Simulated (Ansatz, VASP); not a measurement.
**One calculation of Ti2Co, two programs**

The input INCAR:

```
SYSTEM = Ti2Co
PREC = Accurate
ENCUT = 520
EDIFF = 1E-7
ISMEAR = 1
SIGMA = 0.05
LREAL = .False.
LASPH = .True.
NELM = 150
ALGO = Normal
ISIF = 2
LWAVE = .False.
LCHARG = .True.
ISPIN = 2
MAGMOM = 0 0 0 0 0.59 0.59
LORBIT = 11
LMAXMIX = 4
GGA = PS
LELF = .True.
LVHAR = .True.
NBANDS = 46
```

File KPOINTS:

```
Automatic mesh
0
Gamma
  10 10 10
  0 0 0
```

File POSCAR:

```
Ti2Co
1.0
    0.0000000000      3.3650000000      3.3650000000
    3.3650000000      0.0000000000      3.3650000000
    3.3650000000      3.3650000000      0.0000000000
Ti Co
4 2
Direct
    0.1250000000      0.1250000000      0.1250000000
    0.6250000000      0.1250000000      0.1250000000
    0.1250000000      0.1250000000      0.6250000000
    0.1250000000      0.6250000000      0.1250000000
    0.5000000000      0.5000000000      0.5000000000
    0.7500000000      0.7500000000      0.7500000000
```

Input for Ansatz:

```yaml
crystal:
  lattice:
    - [0.0, 3.365, 3.365]
    - [3.365, 0.0, 3.365]
    - [3.365, 3.365, 0.0]
  atoms:
    - { symbol: Ti, position: [0.125, 0.125, 0.125] }
    - { symbol: Ti, position: [0.625, 0.125, 0.125] }
    - { symbol: Ti, position: [0.125, 0.125, 0.625] }
    - { symbol: Ti, position: [0.125, 0.625, 0.125] }
    - { symbol: Co, position: [0.5, 0.5, 0.5], spin: 0.59 }
    - { symbol: Co, position: [0.75, 0.75, 0.75], spin: 0.59 }
basis:
  ecutwfc: 420
kpoints:
  mp_grid: { grid: [10, 10, 10] }
hamiltonian:
  xc: pbesol
scf:
  occupations: { method: methfessel_paxton, width: 0.05 }
output:
  forces: true
  stress: true
  eigenvalues: true
  populations: true
magnetization:
  spin_polarized: true
```

Alike in both runs: task single point; functional PBEsol; k mesh 10 × 10 × 10; occupations methfessel-paxton of order 1, width 0.05 eV; collinear spin.

```csv
,VASP,Ansatz
version,VASP 6.6.1,Ansatz 0.2.0
potentials or method,"VASP PAW PBE potentials, release 64 (Ti_sv, Co), cutoff 520 eV","scalar-relativistic, plane waves, PAW"
valence electrons in the cell,66,82
```

|  | VASP | Ansatz | Ansatz less VASP |
| --- | --- | --- | --- |
| gap on the k mesh at the Fermi level (eV) | none | none | - |
| pressure (GPa) | 15.8 | 15.9 | +0.09 |
| net moment per atom (μB) | 0.19 | 0.19 | +0.001 |
| size of the moment on the site where the two differ most (μB) | 0.53 | 0.54 | +0.015 |

VASP's potentials were made for PBE, not for PBEsol. Site moments also hang on the region over which each program counts them. A gap of «none» marks a metal or a gap that the smearing closes. VASP's potentials hold 66 valence electrons a cell and Ansatz's 82, so a difference there can come from the potentials and not from the codes. Ansatz's warnings: stability check not made.
